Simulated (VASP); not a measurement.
# Al (a cell with a defect) in VASP: single point with PBE

Aim: the single point of Al (a cell with a defect) with PBE.

Program: VASP 6.6.1. These are calculated values, not measurements. Logs are shortened: lines on timing, memory, paths and dates and some standing lists are left out, and cuts for length are marked.

## 1. The cell of the first run

The cell holds a defect, 61 atoms: a = 10.304 Å, b = 10.304 Å, c = 10.304 Å, α = 101.09°, β = 101.09°, γ = 101.09°.

## 2. Single point, PBE (atoms taken out, then relaxed in part)

INCAR reads:

```
PREC = Accurate
ENCUT = 520
EDIFF = 1E-7
ISMEAR = 0
SIGMA = 0.1
LREAL = Auto
LASPH = True
NELM = 60
ALGO = Normal
ISIF = 2
LWAVE = False
LCHARG = False
GGA = PE
NBANDS = 128
```

KPOINTS reads:

```
Automatic mesh
0
Gamma
  3 3 3
```

POSCAR reads:

```
Al
1.0
    2.0208104482      0.0000000000     10.1040522408
  -10.1040522408      2.0208104482      0.0000000000
    0.0000000000    -10.1040522408     -2.0208104482
Al
61
Direct
    0.1775858379      0.4352426462      0.8872796218
    0.1292348700      0.2223871777      0.6478869901
    0.0804623137      0.0159625492      0.4034670312
    0.3682495768      0.2706430938      0.8539369132
    0.3198549454      0.0643135171      0.6163224997
    0.5642749043      0.1130860734      0.8227471283
    0.1933457751      0.8421289513      0.9650162357
    0.1449948072      0.6292734828      0.7256236040
    0.0970285231      0.4180149290      0.4846665693
    0.0482689110      0.2099221538      0.2419030018
    0.0027256998      0.0002026120     -0.0034192739
    0.3872461934      0.6777106783      0.9357311084
    0.3389544119      0.4677094534      0.6934302013
    0.2905698181      0.2582139353      0.4519042267
    0.2421183315      0.0485535799      0.2094361946
    0.5800053703      0.5151221474      0.9029045975
    0.5329205195      0.3069212815      0.6618928030
    0.4830753662      0.0965198640      0.4206947484
    0.7755334581      0.3540431081      0.8707134124
    0.7258389337      0.1452794761      0.6287875236
    0.9711612094      0.1908226873      0.8385070654
    0.1138050223      0.8252988103      0.5680665836
    0.0648373380      0.6135430168      0.3235875301
    0.0167315127      0.4038882614      0.0811148299
    0.3514194358      0.8736934417      0.7743961604
    0.3058491325      0.6606278676      0.5317883959
    0.2577433071      0.4509731122      0.2893156957
    0.2087756228      0.2392173188      0.0448366422
    0.5967417114      0.9192366529      0.9841157022
    0.5470471871      0.7104730209      0.7421898135
    0.5003615816      0.5008756351      0.5001428370
    0.4515668665      0.2900716342      0.2581406088
    0.3996753519      0.0797433648      0.0134108671
    0.7896601257      0.7575948475      0.9510104228
    0.7425752749      0.5493939817      0.7099986284
    0.6926727520      0.3385668405      0.4673803539
    0.6441544054      0.1287110491      0.2251666606
    0.9836262333      0.5968066757      0.9194730245
    0.9353344518      0.3868054508      0.6771721174
    0.8866271056      0.1768168744      0.4348214160
    0.0320108270      0.8063021937      0.1609989991
    0.2743117342      0.8545939752      0.3710002240
    0.2255521220      0.6465012000      0.1282366565
    0.5158377088      0.9029785690      0.5804957421
    0.4675990985      0.6931868055      0.3378340423
    0.4191038923      0.4839470604      0.0967281568
    0.7583057408      0.9514300556      0.7901560975
    0.7096013267      0.7419815206      0.5486380432
    0.6612903226      0.5322580645      0.3064516129
    0.6129793185      0.3225346084      0.0642651826
    0.9543310683      0.7938730352      0.7589663126
    0.9034767529      0.5805690686      0.5161750690
    0.8549815466      0.3713293235      0.2750691835
    0.8067429363      0.1615375601      0.0324074837
    0.4359535396      0.8876992546      0.1780818098
    0.6784262397      0.9358050800      0.3877365652
    0.6299078932      0.7259492886      0.1455228719
    0.9229052933      0.9847727643      0.5994923587
    0.8710137787      0.7744444948      0.3547626170
    0.8222190636      0.5636404939      0.1127603888
    0.8395052790      0.9679962651      0.1922084774
```

Potentials or basis: VASP PAW PBE potentials, release 64 (Al).

Launch:

```
$ cat potpaw_PBE.64/Al/POTCAR > POTCAR
$ mpirun -np 1 vasp_std > vasp.out
```

OUTCAR:

```text
PREC = Accurate
   ENCUT = 520
   EDIFF = 1E-7
   ISMEAR = 0
   LREAL = Auto
   LASPH = True
   NELM = 60
   ISIF = 2
   GGA = PE

 ion  position               nearest neighbor table
   1  0.178  0.435  0.887-  28 2.85  46 2.85  24 2.86  21 2.86   2 2.86   4 2.86  43 2.86  13 2.86
                            12 2.86  39 2.86  38 2.86   8 2.87
   2  0.129  0.222  0.648-  58 2.81  21 2.81   5 2.81   4 2.82   3 2.86   1 2.86  39 2.88  14 2.88
                            40 2.89  13 2.89   9 2.89
   3  0.080  0.016  0.403-  58 2.85  59 2.85  40 2.86   2 2.86   5 2.86  22 2.86  61 2.86  42 2.86
                            41 2.86  14 2.86  10 2.86  15 2.87
   4  0.368  0.271  0.854-   5 2.81   2 2.82  33 2.82  28 2.82   6 2.85   1 2.86  17 2.88  50 2.88
                            13 2.88  46 2.88  16 2.89
   5  0.320  0.064  0.616-   4 2.81   2 2.81  25 2.81  22 2.82   6 2.86   3 2.86  14 2.88  44 2.88
                            17 2.89  42 2.89  18 2.89
   6  0.564  0.113  0.823-   4 2.85  50 2.85  17 2.86   5 2.86  25 2.86  33 2.86  19 2.86  29 2.86
                            54 2.86  44 2.86  20 2.86  47 2.87
   7  0.193  0.842  0.965-  33 2.81  25 2.81  11 2.81  51 2.82  15 2.86   8 2.86  12 2.88  41 2.88
                            55 2.89  38 2.89  43 2.89
   8  0.145  0.629  0.726-  22 2.85  52 2.85  26 2.86  25 2.86   7 2.86  51 2.86   9 2.86  38 2.86
                            39 2.86  12 2.86  13 2.86   1 2.87
   9  0.097  0.418  0.485-  14 2.85  39 2.85  13 2.85  10 2.85  40 2.85  26 2.86   8 2.86  53 2.86
[... 91 lines left out ...]
  55  0.436  0.888  0.178-  37 2.84  45 2.85  43 2.85  15 2.86  42 2.86  29 2.86  18 2.86  56 2.86
                            12 2.86  57 2.87  33 2.88   7 2.89
  56  0.678  0.936  0.388-  40 2.84  59 2.85  20 2.85  48 2.86  57 2.86  44 2.86  55 2.86  37 2.86
                            45 2.87  18 2.87  61 2.87  58 2.89
  57  0.630  0.726  0.146-  59 2.85  34 2.85  49 2.86  45 2.86  60 2.86  29 2.86  56 2.86  61 2.86
                            12 2.86  46 2.86  55 2.87  16 2.87
  58  0.923  0.985  0.599-   2 2.81  21 2.82  22 2.82  51 2.82   3 2.85  47 2.86  40 2.88  59 2.88
                            20 2.88  48 2.88  56 2.89
  59  0.871  0.774  0.355-  57 2.85  56 2.85   3 2.85  23 2.86  41 2.86  49 2.86  48 2.86  52 2.86
                            60 2.86  61 2.87  58 2.88  22 2.88
  60  0.822  0.564  0.113-  50 2.85  24 2.85  49 2.86  53 2.86  57 2.86  38 2.86  16 2.86  19 2.86
                            41 2.86  59 2.86  34 2.87  23 2.87
  61  0.840  0.968  0.192-  54 2.85  41 2.85  10 2.85  29 2.85  34 2.85  40 2.86   3 2.86  57 2.86
                            59 2.87  37 2.87  56 2.87  11 2.89

  LATTYP: Found a trigonal (rhomboedric) cell.
 ALAT       =    10.3041519084
 COS(alpha) =    -0.1923076923

  Lattice vectors:

 A1 = (   2.0208104482,   0.0000000000,  10.1040522408)
 A2 = ( -10.1040522408,   2.0208104482,   0.0000000000)
 A3 = (   0.0000000000, -10.1040522408,  -2.0208104482)

Analysis of symmetry for initial positions (statically):
=====================================================================
 Subroutine PRICEL returns:
 Original cell was already a primitive cell.

 Routine SETGRP: Setting up the symmetry group for a
 trigonal (rhombohedral) supercell.

 Subroutine GETGRP returns: Found  6 space group operations
 (whereof  1 operations were pure point group operations)
 out of a pool of 12 trial point group operations.

The static configuration has the point symmetry C_1 .
 The point group associated with its full space group is S_6 .

Analysis of symmetry for dynamics (positions and initial velocities):
=====================================================================
 Subroutine PRICEL returns:
 Original cell was already a primitive cell.

 Routine SETGRP: Setting up the symmetry group for a
 trigonal (rhombohedral) supercell.

 Subroutine GETGRP returns: Found  6 space group operations
 (whereof  1 operations were pure point group operations)
 out of a pool of 12 trial point group operations.

The dynamic configuration has the point symmetry C_1 .
 The point group associated with its full space group is S_6 .

 Subroutine INISYM returns: Found  6 space group operations
 (whereof  1 operations are pure point group operations),
 and found     1 'primitive' translations

----------------------------------------------------------------------------------------

                                     Primitive cell

  volume of cell :    1023.2893

  direct lattice vectors                    reciprocal lattice vectors
[... 151 lines left out ...]

  Shift w.r.t. Gamma in fractional coordinates (k-lattice)
     0.000000000  0.000000000  0.000000000

 Subroutine IBZKPT returns following result:
 ===========================================

 Found      6 irreducible k-points:

 Following reciprocal coordinates:
            Coordinates               Weight
  0.000000  0.000000  0.000000      1.000000
  0.333333 -0.000000  0.000000      6.000000
  0.333333  0.333333 -0.000000      6.000000
 -0.333333  0.333333  0.000000      6.000000
  0.333333  0.333333  0.333333      2.000000
 -0.333333  0.333333  0.333333      6.000000
   k-points           NKPTS =      6   k-points in BZ     NKDIM =      6   number of bands    NBANDS=    128
   number of dos      NEDOS =    301   number of ions     NIONS =     61
   total plane-waves  NPLWV = 512000
   dimension x,y,z NGX =    80 NGY =   80 NGZ =   80
   dimension x,y,z NGXF=   160 NGYF=  160 NGZF=  160
   ions per type =              61
   NGX,Y,Z   is equivalent  to a cutoff of  12.91, 12.91, 12.91 a.u.
   NGXF,Y,Z  is equivalent  to a cutoff of  25.81, 25.81, 25.81 a.u.
 SYSTEM =  unknown system
   PREC   = accura    normal or accurate (medium, high low for compatibility)
   ISTART =      0    job   : 0-new  1-cont  2-samecut
   ICHARG =      2    charge: 1-file 2-atom 10-const
   ISPIN  =      1    spin polarized calculation?
   LNONCOLLINEAR =      F non collinear calculations
   LSORBIT =      F    spin-orbit coupling
   LASPH  =      T    aspherical Exc in radial PAW
   ENCUT  =  520.0 eV  38.22 Ry    6.18 a.u.  19.16 19.16 19.16*2*pi/ulx,y,z
   NELM   =     60;   NELMIN=  2; NELMDL= -5     # of ELM steps
   EDIFF  = 0.1E-06   stopping-criterion for ELM
   LREAL  =      T    real-space projection
   EDIFFG = 0.1E-05   stopping-criterion for IOM
   NSW    =      0    number of steps for IOM
   IBRION =     -1    ionic relax: 0-MD 1-quasi-New 2-CG
   NFREE  =      0    steps in history (QN), initial steepest desc. (CG)
   ISIF   =      2    stress and relaxation
   ISYM   =      2    0-nonsym 1-usesym 2-fastsym
   POTIM  = 0.5000    time-step for ionic-motion
   TEBEG  =    0.0;   TEEND  =   0.0 temperature during run
   PSTRESS=    0.0 pullay stress
   NELECT =     183.0000    total number of electrons
   NUPDOWN=      -1.0000    fix difference up-down
   EMIN   =  10.00;   EMAX   =-10.00  energy-range for DOS
   EFERMI =   0.00;   METHOD = LEGACY
   ISMEAR =     0;   SIGMA  =   0.10  broadening in eV -4-tet -1-fermi 0-gaus
   EFERMI_NEDOS =   21; number of points for ismear=-14 and -15
   IALGO  =     38    algorithm
   IMIX   =      4    mixing-type and parameters
     AMIX     =   0.40;   BMIX     =  1.00
     AMIX_MAG =   1.60;   BMIX_MAG =  1.00
  volume/ion in A,a.u.               =      16.78       113.20
  Fermi-wavevector in a.u.,A,eV,Ry     =   0.922343  1.742975 11.574698  0.850716
  Thomas-Fermi vector in A             =   2.047859
   LORBIT       =      0    0 simple, 1 ext, 2 COOP (PROOUT), +10 PAW based schemes
   GGA     = PE    functional components
   LHFCALC =     F    Hartree Fock is set to
   AEXX    =    0.0000 exact exchange contribution
   IVDW    =     0    specifies the selected vdW correction
   LEPSILON=     F    determine dielectric tensor
   LRPA    =     F    only Hartree local field effects (RPA)
 non-spin polarized calculation
 Gauss-broadening in eV      SIGMA  =   0.10
  energy-cutoff  :      520.00
  volume of cell :     1023.29
 maximum number of plane-waves:     27576
 NGX is ok and might be reduce to    80
   NGX = 39   NGY = 39   NGZ = 39

 number of electron     183.0000000 magnetization

 Free energy of the ion-electron system (eV)
  ---------------------------------------------------
  ext. energy  EPLUGINS =         0.00000000
  ---------------------------------------------------
  free energy    TOTEN  =      -228.00320610 eV

  energy without entropy =     -227.87565161  energy(sigma->0) =     -227.93942885

 E-fermi :   7.8024     XC(G=0): -10.1227

 val. band max:        7.7978487212   @ k =  -0.3333   0.3333   0.0000
 cond. band min:       7.8128164808   @ k =   0.3333   0.3333  -0.0000
 fundamental gap:      0.0149677595
 Fermi energy:         7.8023751540

 k-point     1 :       0.0000    0.0000    0.0000
  band No.  band energies     occupation
      1      -3.2473      2.00000
      2      -1.7688      2.00000
      3      -1.7688      2.00000
      4      -1.7530      2.00000
      5      -1.7530      2.00000
      6      -1.7281      2.00000
[... 625 lines left out ...]
    102       8.4305      0.00000
    103       8.4703      0.00000
 [bands above 103 left out]

------------------------ aborting loop because EDIFF is reached ----------------------------------------

  FORCE on cell =-STRESS in cart. coord.  units (eV):
  Direction    XX          YY          ZZ          XY          YZ          ZX
  --------------------------------------------------------------------------------------
  -------------------------------------------------------------------------------------
  Total       -2.5772317     -2.5772317     -2.5772317     -1.5576993      1.5576993      1.5576993
  in kB       -4.0352051     -4.0352051     -4.0352051     -2.4389101      2.4389101      2.4389101
  external PRESSURE =      -4.0352051 kB  Pullay stress =       0.0000000 kB

 VOLUME and BASIS-vectors are now :
 -----------------------------------------------------------------------------
  energy-cutoff  :      520.00
  volume of cell :     1023.29
      direct lattice vectors                 reciprocal lattice vectors
     2.020810448  0.000000000 10.104052241    -0.003990734 -0.019953668  0.099768340
   -10.104052241  2.020810448  0.000000000    -0.099768340 -0.003990734  0.019953668
     0.000000000-10.104052241 -2.020810448    -0.019953668 -0.099768340  0.003990734

 POSITION                                       TOTAL-FORCE (eV/Angst)
 -----------------------------------------------------------------------------------
     -4.03885     -8.08558      0.00131        -0.000350      0.000736      0.000107
     -1.98585     -6.09688     -0.00346        -0.000174      0.000072     -0.000211
      0.00131     -4.04439     -0.00233         0.000107      0.000350      0.000736
     -1.99043     -8.08130      1.99517        -0.000913      0.001058      0.001576
     -0.00346     -6.09739      1.98636        -0.000211      0.000174      0.000072
     -0.00233     -8.08455      4.03885         0.000736     -0.000107      0.000350
[... 53 lines left out ...]
     -4.03350     -0.00033      8.07988         0.001463      0.000957     -0.000549
     -8.08420      0.01405      8.09399        -0.000831      0.003322      0.002286
 -----------------------------------------------------------------------------------
    total drift:                               -0.000009      0.000003     -0.000005

  FREE ENERGIE OF THE ION-ELECTRON SYSTEM (eV)
  ---------------------------------------------------
  free  energy   TOTEN  =      -228.0032060956 eV

  energy  without entropy=     -227.8756516086  energy(sigma->0) =     -227.93942885
```

It took 13 min on 1 thread of AMD EPYC 9R45 (Zen 5), shared host; peak memory 1.1 GiB.

Results:

- Free energy: -228.0032 eV
- Pressure: -0.4 GPa
- Largest force: 0.004 eV/Å
- Band gap on the k mesh: zero (an odd number of electrons rules out a gap without spin polarisation)

Forces in eV/Å, atoms in the order of the input:
```
Al   0.000  0.001  0.000
Al   0.000  0.000  0.000
Al   0.000  0.000  0.001
Al  -0.001  0.001  0.002
Al   0.000  0.000  0.000
Al   0.001  0.000  0.000
Al   0.000  0.000  0.000
Al   0.000 -0.001  0.000
Al   0.003 -0.002  0.001
Al  -0.001  0.000 -0.001
Al   0.000  0.000  0.000
Al   0.000 -0.001  0.001
Al   0.000  0.001  0.001
Al  -0.001  0.000  0.001
Al   0.000  0.000 -0.001
Al   0.001  0.000  0.001
Al  -0.003  0.000  0.001
Al   0.001 -0.003 -0.002
Al   0.002  0.001  0.003
Al  -0.001  0.001  0.000
Al   0.000  0.000  0.000
Al   0.002  0.001  0.001
Al   0.001 -0.001  0.000
Al  -0.001 -0.003  0.000
Al   0.000  0.000  0.000
Al   0.001  0.003  0.000
Al  -0.001  0.001  0.000
Al  -0.002 -0.001 -0.001
Al   0.001 -0.001  0.000
Al  -0.002 -0.001 -0.003
Al  -0.001 -0.001  0.001
Al   0.001  0.001  0.000
Al   0.001 -0.002  0.001
Al   0.003  0.000 -0.001
Al  -0.001  0.000 -0.001
Al   0.001  0.001 -0.001
Al   0.000 -0.001 -0.001
Al   0.000 -0.001 -0.001
Al   0.000  0.001 -0.001
Al   0.000  0.001 -0.003
Al   0.001  0.000 -0.001
Al   0.001  0.000  0.001
Al  -0.003  0.002 -0.001
Al   0.001  0.001  0.000
Al   0.001  0.001 -0.001
Al   0.001  0.000 -0.001
Al  -0.001  0.000  0.000
Al   0.000 -0.001  0.001
Al   0.000  0.000  0.000
Al   0.000  0.001 -0.001
Al   0.001 -0.001 -0.002
Al  -0.001  0.000  0.001
Al  -0.001 -0.001  0.001
Al  -0.001 -0.001  0.000
Al   0.000 -0.001  0.003
Al   0.000  0.001  0.001
Al  -0.001 -0.001  0.001
Al  -0.001  0.002 -0.001
Al  -0.001 -0.001  0.000
Al   0.001  0.001 -0.001
Al  -0.001  0.003  0.002
```

Stress tensor (GPa, compression positive):
```
-0.40 -0.24  0.24
-0.24 -0.40  0.24
 0.24  0.24 -0.40
```

Levels at points of the mesh, in eV from the Fermi level:
```tsv
k point	band 87	band 88	band 89	band 90	band 91	band 92	band 93	band 94	band 95	band 96
(0.00, 0.00, 0.00)	-0.60	-0.57	-0.48	-0.48	-0.33	-0.33	-0.16	1.18	1.18	1.19
```

Caveat: the cell differs from its parent crystal (atoms taken out, then relaxed in part).
